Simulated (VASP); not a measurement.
Crystal: Au.

```
CELL_PARAMETERS angstrom
0.00000 2.02134 2.02134
2.02134 0.00000 2.02134
2.02134 2.02134 0.00000
ATOMIC_POSITIONS crystal
Au 0.00000 0.00000 0.00000
```

Base run:

```yaml
Program: VASP 6.6.1
Functional: RPBE
Potentials_or_basis: VASP PAW PBE potentials, release 64 (Au)
Cutoff: 520 eV
k_mesh: 11 × 11 × 11
Occupations: fermi-dirac, width 0.05 eV
Spin: no spin polarisation
```

Its results: pressure 19.0 GPa.

Q: The run is repeated on the same cell with these changes: functional from RPBE to PBEsol. What comes out?

A: Pressure 5.4 GPa.

PBEsol binds more tightly than RPBE, so the same cell stands under less pressure.

Caveats: the PAW data sets were made with another functional, which shifts forces and pressure a little.
